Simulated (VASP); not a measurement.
# AlRu3 (Fm-3m) in VASP: notebook, part 2 of 2

VASP 6.6.1. Earlier steps stand in the parts before.

### 4 Relaxation of cell and atoms, PBE

This run uses another cell than the first one, of 15.21 Å³/atom, 1.086 times its volume.

Input file INCAR:

```
PREC = Accurate
ENCUT = 600
EDIFF = 1E-6
ISMEAR = 0
SIGMA = 0.1
LREAL = False
LASPH = True
NELM = 80
ALGO = Normal
ISIF = 3
LWAVE = False
LCHARG = False
GGA = PE
IBRION = 2
NSW = 90
EDIFFG = -0.04
```

Input file KPOINTS:

```
regular mesh
0
Gamma
  6 6 6
```

Input file POSCAR:

```
AlRu3
1.0
    0.0000000000      3.1214948900      3.1214948900
    3.1214948900      0.0000000000      3.1214948900
    3.1214948900      3.1214948900      0.0000000000
Al Ru
1 3
Direct
    0.0000000000      0.0000000000      0.0000000000
    0.2500000000      0.2500000000      0.2500000000
    0.7500000000      0.7500000000      0.7500000000
    0.5000000000      0.5000000000      0.5000000000
```

Potentials or basis: VASP PAW PBE potentials, release 64 (Al, Ru_pv).

Command:

```console
$ cat potpaw_PBE.64/Al/POTCAR potpaw_PBE.64/Ru_pv/POTCAR > POTCAR
$ mpirun -np 1 vasp_std > vasp.out
```

OUTCAR:

```text
PREC = Accurate
   ENCUT = 600
   EDIFF = 1E-6
   ISMEAR = 0
   LREAL = False
   LASPH = True
   NELM = 80
   ISIF = 3
   GGA = PE
   IBRION = 2
   NSW = 90
   EDIFFG = -0.04

 ion  position               nearest neighbor table
   1  0.000  0.000  0.000-   3 2.70   3 2.70   3 2.70   2 2.70   2 2.70   2 2.70   3 2.70   2 2.70
                             4 3.12   4 3.12   4 3.12   4 3.12   4 3.12   4 3.12
   2  0.250  0.250  0.250-   1 2.70   1 2.70   1 2.70   4 2.70   4 2.70   4 2.70   4 2.70   1 2.70
                             3 3.12   3 3.12   3 3.12   3 3.12   3 3.12   3 3.12
   3  0.750  0.750  0.750-   4 2.70   4 2.70   4 2.70   1 2.70   1 2.70   1 2.70   4 2.70   1 2.70
                             2 3.12   2 3.12   2 3.12   2 3.12   2 3.12   2 3.12
   4  0.500  0.500  0.500-   2 2.70   2 2.70   2 2.70   3 2.70   3 2.70   3 2.70   3 2.70   2 2.70
[... 188 lines left out ...]
  -------------------------------------------------------------------------------------
  Total       -6.3535079     -6.3535079     -6.3535079     -0.0000000      0.0000000     -0.0000000
  in kB     -167.3425097   -167.3425097   -167.3425097     -0.0000000      0.0000000     -0.0000000
  external PRESSURE =    -167.3425097 kB  Pullay stress =       0.0000000 kB
[... 101 lines left out ...]
--------------------------------------- Ionic step        4  -------------------------------------------

 number of electron      44.9999998 magnetization

 Free energy of the ion-electron system (eV)
  ---------------------------------------------------
  ext. energy  EPLUGINS =         0.00000000
  ---------------------------------------------------
  free energy    TOTEN  =       -31.55108712 eV

  energy without entropy =      -31.52415045  energy(sigma->0) =      -31.53761878

 E-fermi :  11.5802     XC(G=0): -13.1380

 val. band max:       11.5729186434   @ k =   0.5000   0.0000   0.0000
 cond. band min:      11.5949988498   @ k =   0.3333   0.0000   0.0000
 fundamental gap:      0.0220802065
 Fermi energy:        11.5802214881

 k-point     1 :       0.0000    0.0000    0.0000
  band No.  band energies     occupation
      1     -31.5683      2.00000
      2     -31.5683      2.00000
      3     -31.5683      2.00000
      4     -31.2786      2.00000
      5     -31.2786      2.00000
      6     -31.2786      2.00000
[... 500 lines left out ...]
  FREE ENERGIE OF THE ION-ELECTRON SYSTEM (eV)
  ---------------------------------------------------
  free  energy   TOTEN  =       -31.5510871153 eV

  energy  without entropy=      -31.5241504455  energy(sigma->0) =      -31.53761878

 reached required accuracy - stopping structural energy minimisation
```

OSZICAR:

```text
N       E                     dE             d eps       ncg     rms          rms(c)
DAV:   1     0.518752910514E+03    0.51875E+03   -0.28564E+04   864   0.189E+03
DAV:   2    -0.153132259251E+02   -0.53407E+03   -0.52393E+03   885   0.540E+02
DAV:   3    -0.330166306266E+02   -0.17703E+02   -0.16731E+02  1061   0.920E+01
DAV:   4    -0.334261237023E+02   -0.40949E+00   -0.40335E+00  1029   0.118E+01
[... 42 lines left out ...]
DAV:   4    -0.315510587825E+02    0.43593E-04   -0.45135E-04   999   0.252E-01    0.609E-02
DAV:   5    -0.315510783749E+02   -0.19592E-04   -0.22982E-04   924   0.113E-01    0.170E-02
DAV:   6    -0.315510840093E+02   -0.56344E-05   -0.13660E-05   954   0.308E-02    0.111E-02
DAV:   7    -0.315510872222E+02   -0.32129E-05   -0.34001E-06   691   0.138E-02    0.161E-03
DAV:   8    -0.315510871153E+02    0.10691E-06   -0.15594E-07   432   0.316E-03
   4 F= -.31551087E+02 E0= -.31537619E+02  d E =-.278255E+00
```

CONTCAR:

```text
AlRu3
   1.00000000000000
    -0.0000000000000000    3.0359269543929464    3.0359269543929464
     3.0359269543929464   -0.0000000000000000    3.0359269543929464
     3.0359269543929464    3.0359269543929464   -0.0000000000000000
  Al              Ru
     1     3
Direct
     1.0000000000000000    0.0000000000000000    1.0000000000000000
     0.2500000000000000    0.2500000000000000    0.2500000000000000
     0.7500000000000000    0.7500000000000000    0.7500000000000000
     0.5000000000000000    0.5000000000000000    0.5000000000000000

  0.00000000E+00  0.00000000E+00  0.00000000E+00
  0.00000000E+00  0.00000000E+00  0.00000000E+00
  0.00000000E+00  0.00000000E+00  0.00000000E+00
  0.00000000E+00  0.00000000E+00  0.00000000E+00
```

Run time: 50 s. Hardware: 1 thread of Intel Xeon 6975P-C (Granite Rapids), shared host; peak memory 0.22 GiB.

Results:

```yaml
Free_energy: -31.5511 eV
Relaxed_volume: 13.99 Å³/atom
Relaxed_cell: a = 4.293 Å, b = 4.293 Å, c = 4.293 Å, α = 60.00°, β = 60.00°, γ = 60.00°
Space_group_after_relaxing_to_0.05_Å: Fm-3m (No. 225)
Energy_gained_by_relaxing: 69.6 meV/atom
Ionic_steps: 4
Pressure_after_relaxing: -0.2 GPa
```

Step by step:
| step | energy change (eV) | largest force (eV/Å) | pressure (GPa) | volume (Å³) |
| --- | --- | --- | --- | --- |
| 1 | 0.0000 | 0.0000 | -16.73 | 60.83 |
| 2 | 0.8893 | 0.0000 | 53.91 | 47.89 |
| 3 | -0.2776 | 0.0000 | -1.00 | 56.15 |
| 4 | -0.2783 | 0.0000 | -0.20 | 55.96 |

Final structure:
```cif
data_structure
_symmetry_space_group_name_H-M 'P 1'
_symmetry_Int_Tables_number 1
_cell_length_a 4.2934
_cell_length_b 4.2934
_cell_length_c 4.2934
_cell_angle_alpha 60.000
_cell_angle_beta 60.000
_cell_angle_gamma 60.000
_cell_volume 55.96
loop_
_atom_site_label
_atom_site_type_symbol
_atom_site_fract_x
_atom_site_fract_y
_atom_site_fract_z
_atom_site_occupancy
Al1 Al 0.00000 0.00000 0.00000 1
Ru1 Ru 0.25000 0.25000 0.25000 1
Ru2 Ru 0.75000 0.75000 0.75000 1
Ru3 Ru 0.50000 0.50000 0.50000 1
```

### 5 Single point, PBE, collinear spin, ferromagnetic start

Input file INCAR:

```
ALGO = Normal ; EDIFF = 1E-7
ENCUT = 520 ; GGA = PE
ISIF = 2 ; ISMEAR = 0
ISPIN = 2 ; LASPH = T
LCHARG = F ; LMAXMIX = 4
LORBIT = 11 ; LREAL = F
LWAVE = F ; MAGMOM = 0 1 1 1
NBANDS = 34 ; NELM = 150
PREC = Accurate ; SIGMA = 0.1
```

Input file KPOINTS:

```
k-points
0
Gamma
  6 6 6
```

Input file POSCAR:

```
AlRu3
1.0
    0.0000000000      3.0365212054      3.0365212054
    3.0365212054      0.0000000000      3.0365212054
    3.0365212054      3.0365212054      0.0000000000
Al Ru
1 3
Direct
    0.0000000000      0.0000000000      0.0000000000
    0.2500000000      0.2500000000      0.2500000000
    0.7500000000      0.7500000000      0.7500000000
    0.5000000000      0.5000000000      0.5000000000
```

Command:

```console
$ cat potpaw_PBE.64/Al/POTCAR potpaw_PBE.64/Ru_pv/POTCAR > POTCAR
$ mpirun -np 1 vasp_std > vasp.out
```

It took 29 s on 1 thread of Intel Xeon 6975P-C (Granite Rapids), shared host; peak memory 0.21 GiB.

It converged, with:

```yaml
Free_energy: -31.5874 eV
Pressure: 0.9 GPa
Net_moment: 1.36 μB per cell
Site_moments: Al +0.01; Ru +0.17, +0.96 μB
Valence_electrons_inside_the_program's_atomic_spheres: Al 0.80; Ru 12.65, 12.59
```

Levels at points of the mesh, in eV from the Fermi level:
Spin up:
| k point | band 20 | band 21 | band 22 | band 23 | band 24 | band 25 | band 26 | band 27 |
| --- | --- | --- | --- | --- | --- | --- | --- | --- |
| (0.00, 0.00, 0.00) | -0.28 | -0.25 | -0.25 | -0.25 | 0.48 | 0.48 | 4.85 | 6.07 |
| (0.50, 0.00, 0.00) | -2.08 | -1.65 | -0.35 | -0.35 | 0.10 | 0.10 | 0.80 | 5.56 |
| (0.50, 0.50, 0.00) | -0.62 | -0.40 | -0.40 | -0.36 | -0.36 | 0.40 | 0.51 | 0.51 |
Spin down:
```
           k point  band 18  band 19  band 20  band 21  band 22  band 23  band 24  band 25
(0.00, 0.00, 0.00)    -3.08    -0.12    -0.12    -0.12     0.54     0.54     0.69     0.69
(0.50, 0.00, 0.00)    -2.66    -1.97    -1.97    -1.58     0.25     0.25     0.51     0.51
(0.50, 0.50, 0.00)    -2.32    -1.69    -0.53    -0.30    -0.30    -0.07     0.51     0.60
```

### 6 The runs side by side

```csv
task,spin,cell,cutoff (eV),gap on the mesh (eV),pressure (GPa)
single point,off,"a = 4.294 Å, angles 60.0°, 4 atoms",520,none,-0.3
single point,off,"a = 4.414 Å, angles 60.0°, 4 atoms",520,none,-16.7
relaxation of cell and atoms,off,"relaxed from a = 4.414 Å, angles 60.0°, 4 atoms",600,none,-0.2
single point,"collinear, ferromagnetic start","a = 4.294 Å, angles 60.0°, 4 atoms",520,none,0.9
```

Alike in all rows: level PBE; potentials or basis VASP PAW PBE potentials, release 64 (Al, Ru_pv); k mesh 6 × 6 × 6; smearing gaussian 0.1 eV.

Total energies depend on the potentials used, so only differences within one code and one set of settings carry meaning.
